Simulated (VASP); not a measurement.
# GaSb3 (Fm-3m) in VASP: settings compared

GaSb3 is run at these levels: LDA, PBE; tasks: single point.

Program: VASP 6.6.1. These are calculated values, not measurements. Logs are shortened: lines on timing, memory, paths and dates and some standing lists are left out, and cuts for length are marked.

### Step 1. The cell of the first run

It takes space group Fm-3m (No. 225, cubic). Conventional cell: a = 7.559 Å, b = 7.559 Å, c = 7.559 Å, α = 90.00°, β = 90.00°, γ = 90.00°. Sb (site symmetry m-3m) has 8 Sb at 3.27 Å and 6 Ga at 3.78 Å within 4.3 Å. Within 4.3 Å of Sb (site symmetry -43m) lie 4 Ga at 3.27 Å and 10 Sb at 3.27 to 3.78 Å. Ga (site symmetry m-3m) has 14 Sb at 3.27 to 3.78 Å within 4.3 Å.

### Step 2. Single point, LDA

Input file INCAR:

```
SYSTEM = GaSb3
PREC = Accurate ; ENCUT = 500
EDIFF = 1E-6 ; ISMEAR = -1
SIGMA = 0.05 ; LREAL = .FALSE.
LASPH = .TRUE. ; NELM = 120
ALGO = Normal ; ISIF = 2
LWAVE = .FALSE. ; LCHARG = .FALSE.
NBANDS = 22 ; GGA_COMPAT = .FALSE.
```

Input file KPOINTS:

```
regular mesh
0
G
  6 6 6
  0 0 0
```

Input file POSCAR:

```
GaSb3
1.0
    0.0000000000      3.7796874061      3.7796874061
    3.7796874061      0.0000000000      3.7796874061
    3.7796874061      3.7796874061      0.0000000000
Sb Ga
3 1
Direct
    0.5000000000      0.5000000000      0.5000000000
    0.7500000000      0.7500000000      0.7500000000
    0.2500000000      0.2500000000      0.2500000000
    0.0000000000      0.0000000000      0.0000000000
```

Potentials or basis: VASP PAW LDA potentials, release 64 (Sb, Ga_d).

On the command line:

```sh
$ cat potpaw_LDA.64/Sb/POTCAR potpaw_LDA.64/Ga_d/POTCAR > POTCAR
$ mpirun -np 1 vasp_std > vasp.out
```

OUTCAR:

```text
SYSTEM = GaSb3
   PREC = Accurate
   ENCUT = 500
   EDIFF = 1E-6
   ISMEAR = -1
   LREAL = .FALSE.
   LASPH = .TRUE.
   NELM = 120
   ISIF = 2

 ion  position               nearest neighbor table
   1  0.500  0.500  0.500-   2 3.27   3 3.27   3 3.27   3 3.27   3 3.27   2 3.27   2 3.27   2 3.27

   2  0.750  0.750  0.750-   1 3.27   4 3.27   1 3.27   1 3.27   1 3.27   4 3.27   4 3.27   4 3.27
                             3 3.78   3 3.78   3 3.78   3 3.78   3 3.78   3 3.78
   3  0.250  0.250  0.250-   1 3.27   4 3.27   4 3.27   4 3.27   4 3.27   1 3.27   1 3.27   1 3.27
                             2 3.78   2 3.78   2 3.78   2 3.78   2 3.78   2 3.78
   4  0.000  0.000  0.000-   2 3.27   3 3.27   2 3.27   2 3.27   2 3.27   3 3.27   3 3.27   3 3.27

  LATTYP: Found a face centered cubic cell.
 ALAT       =     7.5593748122

  Lattice vectors:

 A1 = (   0.0000000000,   3.7796874061,   3.7796874061)
 A2 = (   3.7796874061,   0.0000000000,   3.7796874061)
 A3 = (   3.7796874061,   3.7796874061,   0.0000000000)

Analysis of symmetry for initial positions (statically):
=====================================================================
 Subroutine PRICEL returns:
 Original cell was already a primitive cell.

 Routine SETGRP: Setting up the symmetry group for a
 face centered cubic supercell.

 Subroutine GETGRP returns: Found 48 space group operations
 (whereof 48 operations were pure point group operations)
 out of a pool of 48 trial point group operations.

The static configuration has the point symmetry O_h .

Analysis of symmetry for dynamics (positions and initial velocities):
=====================================================================
 Subroutine PRICEL returns:
 Original cell was already a primitive cell.

 Routine SETGRP: Setting up the symmetry group for a
 face centered cubic supercell.

 Subroutine GETGRP returns: Found 48 space group operations
 (whereof 48 operations were pure point group operations)
 out of a pool of 48 trial point group operations.

The dynamic configuration has the point symmetry O_h .

 Subroutine INISYM returns: Found 48 space group operations
 (whereof 48 operations are pure point group operations),
 and found     1 'primitive' translations

----------------------------------------------------------------------------------------

[... 83 lines left out ...]
   LSORBIT =      F    spin-orbit coupling
   LASPH  =      T    aspherical Exc in radial PAW
   ENCUT  =  500.0 eV  36.75 Ry    6.06 a.u.   9.75  9.75  9.75*2*pi/ulx,y,z
   NELM   =    120;   NELMIN=  2; NELMDL= -5     # of ELM steps
   EDIFF  = 0.1E-05   stopping-criterion for ELM
   LREAL  =      F    real-space projection
   EDIFFG = 0.1E-04   stopping-criterion for IOM
   NSW    =      0    number of steps for IOM
   IBRION =     -1    ionic relax: 0-MD 1-quasi-New 2-CG
   NFREE  =      0    steps in history (QN), initial steepest desc. (CG)
   ISIF   =      2    stress and relaxation
   ISYM   =      2    0-nonsym 1-usesym 2-fastsym
   POTIM  = 0.5000    time-step for ionic-motion
   TEBEG  =    0.0;   TEEND  =   0.0 temperature during run
   PSTRESS=    0.0 pullay stress
   NELECT =      28.0000    total number of electrons
   NUPDOWN=      -1.0000    fix difference up-down
   EMIN   =  10.00;   EMAX   =-10.00  energy-range for DOS
   EFERMI =   0.00;   METHOD = LEGACY
   ISMEAR =    -1;   SIGMA  =   0.05  broadening in eV -4-tet -1-fermi 0-gaus
   EFERMI_NEDOS =   21; number of points for ismear=-14 and -15
   IALGO  =     38    algorithm
   IMIX   =      4    mixing-type and parameters
     AMIX     =   0.40;   BMIX     =  1.00
     AMIX_MAG =   1.60;   BMIX_MAG =  1.00
  volume/ion in A,a.u.               =      27.00       182.19
  Fermi-wavevector in a.u.,A,eV,Ry     =   1.043907  1.972697 14.826825  1.089741
  Thomas-Fermi vector in A             =   2.178636
   LORBIT       =      0    0 simple, 1 ext, 2 COOP (PROOUT), +10 PAW based schemes
   GGA     = CA    functional components
   LHFCALC =     F    Hartree Fock is set to
   AEXX    =    0.0000 exact exchange contribution
   IVDW    =     0    specifies the selected vdW correction
   LEPSILON=     F    determine dielectric tensor
   LRPA    =     F    only Hartree local field effects (RPA)
 non-spin polarized calculation
  energy-cutoff  :      500.00
  volume of cell :      107.99
 maximum number of plane-waves:      2764
   NGX = 19   NGY = 19   NGZ = 19

 number of electron      27.9999990 magnetization

 Free energy of the ion-electron system (eV)
  ---------------------------------------------------
  ext. energy  EPLUGINS =         0.00000000
  ---------------------------------------------------
  free energy    TOTEN  =       -16.96611822 eV

  energy without entropy =      -16.93380833  energy(sigma->0) =      -16.94996328

 E-fermi :   6.9586     XC(G=0): -10.1933

 val. band max:        6.9407872085   @ k =   0.5000   0.3333   0.0000
 cond. band min:       6.9907890749   @ k =  -0.1667   0.1667   0.0000
 fundamental gap:      0.0500018664
 Fermi energy:         6.9585924600

 k-point     1 :       0.0000    0.0000    0.0000
  band No.  band energies     occupation
      1      -8.0927      2.00000
      2      -8.0927      2.00000
      3      -8.0927      2.00000
      4      -8.0818      2.00000
      5      -8.0818      2.00000
      6      -5.3178      2.00000
[... 389 lines left out ...]
     21      11.0101      0.00000
     22      13.8714      0.00000

------------------------ aborting loop because EDIFF is reached ----------------------------------------

  FORCE on cell =-STRESS in cart. coord.  units (eV):
  Direction    XX          YY          ZZ          XY          YZ          ZX
  --------------------------------------------------------------------------------------
  -------------------------------------------------------------------------------------
  Total       -4.0298159     -4.0298159     -4.0298159     -0.0000000     -0.0000000      0.0000000
  in kB      -59.7858136    -59.7858136    -59.7858136     -0.0000000     -0.0000000      0.0000000
  external PRESSURE =     -59.7858136 kB  Pullay stress =       0.0000000 kB

 VOLUME and BASIS-vectors are now :
 -----------------------------------------------------------------------------
  energy-cutoff  :      500.00
  volume of cell :      107.99
      direct lattice vectors                 reciprocal lattice vectors
     0.000000000  3.779687406  3.779687406    -0.132286072  0.132286072  0.132286072
     3.779687406  0.000000000  3.779687406     0.132286072 -0.132286072  0.132286072
     3.779687406  3.779687406  0.000000000     0.132286072  0.132286072 -0.132286072

 POSITION                                       TOTAL-FORCE (eV/Angst)
 -----------------------------------------------------------------------------------
      3.77969      3.77969      3.77969        -0.000000     -0.000000     -0.000000
      5.66953      5.66953      5.66953         0.000000      0.000000      0.000000
      1.88984      1.88984      1.88984        -0.000000      0.000000     -0.000000
      0.00000      0.00000      0.00000         0.000000     -0.000000     -0.000000
 -----------------------------------------------------------------------------------
    total drift:                               -0.000000      0.000000      0.000000

  FREE ENERGIE OF THE ION-ELECTRON SYSTEM (eV)
  ---------------------------------------------------
  free  energy   TOTEN  =       -16.9661182240 eV

  energy  without entropy=      -16.9338083327  energy(sigma->0) =      -16.94996328
```

OSZICAR:

```text
N       E                     dE             d eps       ncg     rms          rms(c)
DAV:   1     0.159178976952E+03    0.15918E+03   -0.11284E+04   712   0.128E+03
DAV:   2    -0.200592193531E+01   -0.16118E+03   -0.15620E+03   836   0.298E+02
DAV:   3    -0.165327273887E+02   -0.14527E+02   -0.14122E+02   848   0.789E+01
DAV:   4    -0.169988618052E+02   -0.46613E+00   -0.46062E+00   780   0.149E+01
DAV:   5    -0.170108994583E+02   -0.12038E-01   -0.12028E-01   878   0.244E+00    0.310E+00
DAV:   6    -0.169772997082E+02    0.33600E-01   -0.48410E-02   852   0.194E+00    0.169E+00
DAV:   7    -0.169666064882E+02    0.10693E-01   -0.23291E-02   844   0.888E-01    0.215E-01
DAV:   8    -0.169661256900E+02    0.48080E-03   -0.16831E-03   806   0.360E-01    0.784E-02
DAV:   9    -0.169661183173E+02    0.73726E-05   -0.13803E-04   854   0.686E-02    0.185E-02
DAV:  10    -0.169661182766E+02    0.40736E-07   -0.11500E-05   824   0.333E-02    0.426E-03
DAV:  11    -0.169661182240E+02    0.52568E-07   -0.11033E-06   584   0.880E-03
   1 F= -.16966118E+02 E0= -.16949963E+02  d E =-.323099E-01
```

stdout:

```text
POSCAR found type information on POSCAR SbGa
 POSCAR found :  2 types and       4 ions
 scaLAPACK will be used
 LDA part: xc-table for (Slater(with rela. corr.)+CA(PZ))
 , standard interpolation
 POSCAR, INCAR and KPOINTS ok, starting setup
 FFT: planning ... GRIDC
 FFT: planning ... GRID_SOFT
 FFT: planning ... GRID
 WAVECAR not read
 entering main loop
```

Wall time 48 s (1 thread of Intel Xeon 8259CL, shared host); peak memory 0.21 GiB.

Results:

```yaml
Free_energy: -16.9661 eV
Pressure: -6.0 GPa
Band_gap_on_the_k_mesh: zero (band 14 reaches 8.04 eV, above the bottom of band 15 at 4.59 eV)
```

Caveat: spin-orbit coupling is left out, which moves the levels of the heavy elements.

### Step 3. Single point, PBE

Input file INCAR:

```
SYSTEM = GaSb3
PREC = Accurate ; ENCUT = 500
EDIFF = 1E-6 ; ISMEAR = -1
SIGMA = 0.05 ; LREAL = .FALSE.
LASPH = .TRUE. ; NELM = 120
ALGO = Normal ; ISIF = 2
LWAVE = .FALSE. ; LCHARG = .TRUE.
GGA = PE ; LELF = .TRUE.
LVHAR = .TRUE. ; NBANDS = 22
GGA_COMPAT = .FALSE.
```

KPOINTS is that of step 2.

POSCAR is that of step 2.

Potentials or basis: VASP PAW PBE potentials, release 64 (Sb, Ga_d).

On the command line:

```sh
$ cat potpaw_PBE.64/Sb/POTCAR potpaw_PBE.64/Ga_d/POTCAR > POTCAR
$ mpirun -np 1 vasp_std > vasp.out
```

Wall time 53 s (1 thread of Intel Xeon 8259CL, shared host); peak memory 0.25 GiB.

The run converged. Its results:

| Quantity | Value |
| --- | --- |
| Free energy | -14.4158 eV |
| Pressure | -2.3 GPa |
| Band gap on the k mesh | zero (band 14 reaches 8.21 eV, above the bottom of band 15 at 4.73 eV) |

Levels at points of the mesh, in eV from the Fermi level:
```csv
k point,band 10,band 11,band 12,band 13,band 14,band 15,band 16,band 17,band 18,band 19
"(0.00, 0.00, 0.00)",-2.54,-2.54,-2.54,-2.39,-2.39,-2.39,-0.73,-0.73,-0.73,3.41
"(0.50, 0.00, 0.00)",-3.49,-3.49,-2.57,-2.57,-0.58,-0.22,1.90,1.90,2.83,2.83
"(0.50, 0.50, 0.00)",-5.05,-5.05,0.37,0.67,0.90,0.90,1.72,1.72,1.82,3.50
```

Caveat: spin-orbit coupling is left out, which moves the levels of the heavy elements.
